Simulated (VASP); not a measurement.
# Rb2Tl6Sn (Fm-3m) in VASP: further runs

The runs below take Rb2Tl6Sn through single point, with PBE, PBEsol.

Everything below comes from runs of VASP 6.6.1. Logs are shortened: lines on timing, memory, paths and dates and some standing lists are left out, and cuts for length are marked.

## 1. The cell of the first run

Symmetry: Fm-3m, No. 225, cubic system. The conventional cell has a = 10.451 Å, b = 10.451 Å, c = 10.451 Å, α = 90.00°, β = 90.00°, γ = 90.00°. Tl (site symmetry 4mm) has 1 Sn at 2.56 Å within 3.4 Å. Sn (site symmetry m-3m) has 6 Tl at 2.56 Å within 3.4 Å. Rb (site symmetry -43m) has 12 Tl at 3.70 Å and 4 Sn at 4.53 Å within 4.9 Å.

## 2. Single point, PBE

INCAR

```
  PREC = Accurate
  ENCUT = 520
  EDIFF = 1E-6
  ISMEAR = -5
  SIGMA = 0.1
  LREAL = F
  LASPH = T
  NELM = 60
  ALGO = Normal
  ISIF = 2
  LWAVE = F
  LCHARG = T
  GGA = PE
  LELF = T
  LVHAR = T
  NBANDS = 65
```

KPOINTS

```
regular mesh
0
Gamma
  3 3 3
```

POSCAR

```
Rb2Tl6Sn
1.0
    0.0000000000      5.2254420000      5.2254420000
    5.2254420000      0.0000000000      5.2254420000
    5.2254420000      5.2254420000      0.0000000000
Tl Sn Rb
6 1 2
Direct
    0.7453500000      0.2546500000      0.2546500000
    0.2546500000      0.7453500000      0.2546500000
    0.2546500000      0.7453500000      0.7453500000
    0.7453500000      0.2546500000      0.7453500000
    0.2546500000      0.2546500000      0.7453500000
    0.7453500000      0.7453500000      0.2546500000
    0.5000000000      0.5000000000      0.5000000000
    0.2500000000      0.2500000000      0.2500000000
    0.7500000000      0.7500000000      0.7500000000
```

Potentials or basis: VASP PAW PBE potentials, release 64 (Tl_d, Sn_d, Rb_sv).

The run is started by

```bash
$ cat potpaw_PBE.64/Tl_d/POTCAR potpaw_PBE.64/Sn_d/POTCAR potpaw_PBE.64/Rb_sv/POTCAR > POTCAR
$ mpirun -np 1 vasp_std > vasp.out
```

OUTCAR:

```text
PREC = Accurate
   ENCUT = 520
   EDIFF = 1E-6
   ISMEAR = -5
   LREAL = F
   LASPH = T
   NELM = 60
   ISIF = 2
   GGA = PE

 ion  position               nearest neighbor table
   1  0.745  0.255  0.255-   7 2.56   4 3.63   5 3.63   6 3.63   2 3.63   8 3.70   8 3.70   9 3.70
                             9 3.70   4 3.76   5 3.76   6 3.76   2 3.76
   2  0.255  0.745  0.255-   7 2.56   3 3.63   5 3.63   6 3.63   1 3.63   8 3.70   8 3.70   9 3.70
                             9 3.70   5 3.76   1 3.76   6 3.76   3 3.76
   3  0.255  0.745  0.745-   7 2.56   4 3.63   5 3.63   6 3.63   2 3.63   8 3.70   8 3.70   9 3.70
                             9 3.70   5 3.76   4 3.76   6 3.76   2 3.76
   4  0.745  0.255  0.745-   7 2.56   3 3.63   5 3.63   6 3.63   1 3.63   8 3.70   8 3.70   9 3.70
                             9 3.70   1 3.76   5 3.76   6 3.76   3 3.76
   5  0.255  0.255  0.745-   7 2.56   2 3.63   3 3.63   4 3.63   1 3.63   8 3.70   8 3.70   9 3.70
                             9 3.70   2 3.76   1 3.76   4 3.76   3 3.76
   6  0.745  0.745  0.255-   7 2.56   2 3.63   3 3.63   4 3.63   1 3.63   8 3.70   8 3.70   9 3.70
                             9 3.70   4 3.76   3 3.76   1 3.76   2 3.76
   7  0.500  0.500  0.500-   1 2.56   2 2.56   3 2.56   4 2.56   5 2.56   6 2.56   8 4.53   8 4.53
                             8 4.53   9 4.53   9 4.53   9 4.53   9 4.53   8 4.53
   8  0.250  0.250  0.250-   1 3.70   2 3.70   5 3.70   3 3.70   4 3.70   5 3.70   2 3.70   3 3.70
                             6 3.70   1 3.70   4 3.70   6 3.70   7 4.53   7 4.53   7 4.53   7 4.53
   9  0.750  0.750  0.750-   2 3.70   3 3.70   5 3.70   1 3.70   4 3.70   5 3.70   1 3.70   2 3.70
                             6 3.70   3 3.70   4 3.70   6 3.70   7 4.53   7 4.53   7 4.53   7 4.53

  LATTYP: Found a face centered cubic cell.
 ALAT       =    10.4508840000

  Lattice vectors:

 A1 = (   0.0000000000,   5.2254420000,   5.2254420000)
 A2 = (   5.2254420000,   0.0000000000,   5.2254420000)
 A3 = (   5.2254420000,   5.2254420000,   0.0000000000)

Analysis of symmetry for initial positions (statically):
=====================================================================
 Subroutine PRICEL returns:
 Original cell was already a primitive cell.

 Routine SETGRP: Setting up the symmetry group for a
 face centered cubic supercell.

 Subroutine GETGRP returns: Found 48 space group operations
 (whereof 48 operations were pure point group operations)
 out of a pool of 48 trial point group operations.

The static configuration has the point symmetry O_h .

Analysis of symmetry for dynamics (positions and initial velocities):
=====================================================================
 Subroutine PRICEL returns:
 Original cell was already a primitive cell.

 Routine SETGRP: Setting up the symmetry group for a
 face centered cubic supercell.

 Subroutine GETGRP returns: Found 48 space group operations
 (whereof 48 operations were pure point group operations)
 out of a pool of 48 trial point group operations.

The dynamic configuration has the point symmetry O_h .

 Subroutine INISYM returns: Found 48 space group operations
 (whereof 48 operations are pure point group operations),
 and found     1 'primitive' translations

----------------------------------------------------------------------------------------

                                     Primitive cell

  volume of cell :     285.3639

  direct lattice vectors                    reciprocal lattice vectors
     0.000000000  5.225442000  5.225442000    -0.095685686  0.095685686  0.095685686
     5.225442000  0.000000000  5.225442000     0.095685686 -0.095685686  0.095685686
     5.225442000  5.225442000  0.000000000     0.095685686  0.095685686 -0.095685686

  length of vectors
     7.389890946  7.389890946  7.389890946     0.165732469  0.165732469  0.165732469

  position of ions in fractional coordinates (direct lattice)
     0.745350000  0.254650000  0.254650000
     0.254650000  0.745350000  0.254650000
     0.254650000  0.745350000  0.745350000
     0.745350000  0.254650000  0.745350000
     0.254650000  0.254650000  0.745350000
     0.745350000  0.745350000  0.254650000
     0.500000000  0.500000000  0.500000000
     0.250000000  0.250000000  0.250000000
     0.750000000  0.750000000  0.750000000

  ion indices of the primitive-cell ions
   primitive index   ion index
                 1           1
                 2           2
                 3           3
                 4           4
                 5           5
                 6           6
                 7           7
                 8           8
                 9           9

----------------------------------------------------------------------------------------

 KPOINTS: regular mesh

Automatic generation of k-mesh.
 Grid dimensions read from file:
 generate k-points for:    3    3    3

 Generating k-lattice:

  Cartesian coordinates                     Fractional coordinates (reciprocal lattice)
    -0.031895229  0.031895229  0.031895229     0.333333333  0.000000000  0.000000000
     0.031895229 -0.031895229  0.031895229     0.000000000  0.333333333  0.000000000
     0.031895229  0.031895229 -0.031895229     0.000000000  0.000000000  0.333333333

  Length of vectors
     0.055244156  0.055244156  0.055244156

  Shift w.r.t. Gamma in fractional coordinates (k-lattice)
     0.000000000  0.000000000  0.000000000

 TETIRR: Found      7 inequivalent tetrahedra from      162

 Subroutine IBZKPT returns following result:
 ===========================================

 Found      4 irreducible k-points:

 Following reciprocal coordinates:
            Coordinates               Weight
  0.000000  0.000000  0.000000      1.000000
  0.333333  0.000000  0.000000      8.000000
  0.333333  0.333333  0.000000      6.000000
 -0.333333  0.333333  0.000000     12.000000
   k-points           NKPTS =      4   k-points in BZ     NKDIM =      4   number of bands    NBANDS=     65
   number of dos      NEDOS =    301   number of ions     NIONS =      9
   total plane-waves  NPLWV = 175616
   dimension x,y,z NGX =    56 NGY =   56 NGZ =   56
   dimension x,y,z NGXF=   112 NGYF=  112 NGZF=  112
   ions per type =               6   1   2
   NGX,Y,Z   is equivalent  to a cutoff of  12.60, 12.60, 12.60 a.u.
   NGXF,Y,Z  is equivalent  to a cutoff of  25.20, 25.20, 25.20 a.u.
 SYSTEM =  unknown system
   PREC   = accura    normal or accurate (medium, high low for compatibility)
   ISTART =      0    job   : 0-new  1-cont  2-samecut
   ICHARG =      2    charge: 1-file 2-atom 10-const
   ISPIN  =      1    spin polarized calculation?
   LNONCOLLINEAR =      F non collinear calculations
   LSORBIT =      F    spin-orbit coupling
   LASPH  =      T    aspherical Exc in radial PAW
   ENCUT  =  520.0 eV  38.22 Ry    6.18 a.u.  13.74 13.74 13.74*2*pi/ulx,y,z
   NELM   =     60;   NELMIN=  2; NELMDL= -5     # of ELM steps
   EDIFF  = 0.1E-05   stopping-criterion for ELM
   LREAL  =      F    real-space projection
   EDIFFG = 0.1E-04   stopping-criterion for IOM
   NSW    =      0    number of steps for IOM
   IBRION =     -1    ionic relax: 0-MD 1-quasi-New 2-CG
   NFREE  =      0    steps in history (QN), initial steepest desc. (CG)
   ISIF   =      2    stress and relaxation
   ISYM   =      2    0-nonsym 1-usesym 2-fastsym
   POTIM  = 0.5000    time-step for ionic-motion
   TEBEG  =    0.0;   TEEND  =   0.0 temperature during run
   PSTRESS=    0.0 pullay stress
   NELECT =     110.0000    total number of electrons
   NUPDOWN=      -1.0000    fix difference up-down
   EMIN   =  10.00;   EMAX   =-10.00  energy-range for DOS
   EFERMI =   0.00;   METHOD = LEGACY
   ISMEAR =    -5;   SIGMA  =   0.10  broadening in eV -4-tet -1-fermi 0-gaus
   EFERMI_NEDOS =   21; number of points for ismear=-14 and -15
   IALGO  =     38    algorithm
   IMIX   =      4    mixing-type and parameters
     AMIX     =   0.40;   BMIX     =  1.00
     AMIX_MAG =   1.60;   BMIX_MAG =  1.00
  volume/ion in A,a.u.               =      31.71       213.97
  Fermi-wavevector in a.u.,A,eV,Ry     =   1.191441  2.251498 19.313914  1.419533
  Thomas-Fermi vector in A             =   2.327503
   LORBIT       =      0    0 simple, 1 ext, 2 COOP (PROOUT), +10 PAW based schemes
   GGA     = PE    functional components
   LHFCALC =     F    Hartree Fock is set to
   AEXX    =    0.0000 exact exchange contribution
   IVDW    =     0    specifies the selected vdW correction
   LEPSILON=     F    determine dielectric tensor
   LRPA    =     F    only Hartree local field effects (RPA)
 non-spin polarized calculation
 Fermi weights with tetrahedron method with Bloechl corrections
  energy-cutoff  :      520.00
  volume of cell :      285.36
 maximum number of plane-waves:      7727
   NGX = 27   NGY = 27   NGZ = 27

 number of electron     109.9999986 magnetization

 Free energy of the ion-electron system (eV)
  ---------------------------------------------------
  ext. energy  EPLUGINS =         0.00000000
  ---------------------------------------------------
  free energy    TOTEN  =       -14.35119618 eV

  energy without entropy =      -14.35119618  energy(sigma->0) =      -14.35119618

 E-fermi :   4.8577     XC(G=0):  -9.3208

 val. band max:        4.8563199853   @ k =  -0.3333   0.3333   0.0000
 cond. band min:       5.0018911305   @ k =  -0.3333   0.3333   0.0000
 fundamental gap:      0.1455711452
 Fermi energy:         4.8576859059

 k-point     1 :       0.0000    0.0000    0.0000
  band No.  band energies     occupation
      1     -22.4373      2.00000
      2     -22.4339      2.00000
      3     -17.3141      2.00000
      4     -17.3141      2.00000
      5     -17.1115      2.00000
      6     -17.1115      2.00000
[... 57 lines left out ...]
     64       8.8961      0.00000
     65       9.3880      0.00000

 k-point     2 :       0.3333    0.0000    0.0000
  band No.  band energies     occupation
      1     -22.4363      2.00000
      2     -22.4346      2.00000
      3     -17.3142      2.00000
      4     -17.3142      2.00000
      5     -17.1115      2.00000
      6     -17.1115      2.00000
[... 57 lines left out ...]
     64       8.9090      0.00000
     65       8.9090      0.00000

 k-point     3 :       0.3333    0.3333    0.0000
  band No.  band energies     occupation
      1     -22.4362      2.00000
      2     -22.4345      2.00000
      3     -17.3143      2.00000
      4     -17.3141      2.00000
      5     -17.1115      2.00000
      6     -17.1115      2.00000
[... 57 lines left out ...]
     64       8.3517      0.00000
     65       8.3517      0.00000

 k-point     4 :      -0.3333    0.3333    0.0000
  band No.  band energies     occupation
      1     -22.4353      2.00000
      2     -22.4353      2.00000
      3     -17.3143      2.00000
      4     -17.3142      2.00000
      5     -17.1115      2.00000
      6     -17.1115      2.00000
[... 57 lines left out ...]
     64       8.0570      0.00000
     65       8.1564      0.00000

------------------------ aborting loop because EDIFF is reached ----------------------------------------

  FORCE on cell =-STRESS in cart. coord.  units (eV):
  Direction    XX          YY          ZZ          XY          YZ          ZX
  --------------------------------------------------------------------------------------
  -------------------------------------------------------------------------------------
  Total       21.2099392     21.2099392     21.2099392      0.0000000      0.0000000      0.0000000
  in kB      119.0833146    119.0833146    119.0833146      0.0000000      0.0000000      0.0000000
  external PRESSURE =     119.0833146 kB  Pullay stress =       0.0000000 kB

 VOLUME and BASIS-vectors are now :
 -----------------------------------------------------------------------------
  energy-cutoff  :      520.00
  volume of cell :      285.36
      direct lattice vectors                 reciprocal lattice vectors
     0.000000000  5.225442000  5.225442000    -0.095685686  0.095685686  0.095685686
     5.225442000  0.000000000  5.225442000     0.095685686 -0.095685686  0.095685686
     5.225442000  5.225442000  0.000000000     0.095685686  0.095685686 -0.095685686

 POSITION                                       TOTAL-FORCE (eV/Angst)
 -----------------------------------------------------------------------------------
      2.66132      5.22544      5.22544        -3.903959     -0.000000     -0.000000
      5.22544      2.66132      5.22544         0.000000     -3.903959     -0.000000
      7.78957      5.22544      5.22544         3.903959     -0.000000     -0.000000
      5.22544      7.78957      5.22544         0.000000      3.903959     -0.000000
      5.22544      5.22544      2.66132         0.000000     -0.000000     -3.903959
      5.22544      5.22544      7.78957         0.000000     -0.000000      3.903959
      5.22544      5.22544      5.22544         0.000000     -0.000000     -0.000000
      2.61272      2.61272      2.61272         0.000000     -0.000000     -0.000000
      7.83816      7.83816      7.83816         0.000000     -0.000000     -0.000000
 -----------------------------------------------------------------------------------
    total drift:                               -0.000000     -0.000000      0.000000

  FREE ENERGIE OF THE ION-ELECTRON SYSTEM (eV)
  ---------------------------------------------------
  free  energy   TOTEN  =       -14.3511961838 eV

  energy  without entropy=      -14.3511961838  energy(sigma->0) =      -14.35119618
```

Wall time 92 s (1 thread of AMD EPYC 7R13 (Zen 3), shared host); peak memory 0.43 GiB.

What came out:

```yaml
Free_energy: -14.3512 eV
Pressure: 11.9 GPa
Largest_force: 3.904 eV/Å
Band_gap_on_the_k_mesh: zero (band 55 reaches 5.05 eV, above the bottom of band 56 at 3.94 eV)
```

Forces in eV/Å, atoms in the order of the input:
```
Tl  -3.904  0.000  0.000
Tl   0.000 -3.904  0.000
Tl   3.904  0.000  0.000
Tl   0.000  3.904  0.000
Tl   0.000  0.000 -3.904
Tl   0.000  0.000  3.904
Sn   0.000  0.000  0.000
Rb   0.000  0.000  0.000
Rb   0.000  0.000  0.000
```

Caveat: spin-orbit coupling is left out, which moves the levels of the heavy elements; forces of over 1 eV/Å act on the atoms, so gaps and moduli don't describe the material at rest; tetrahedron occupations give inexact forces and stress in metals.

[end of part 1 of 2]
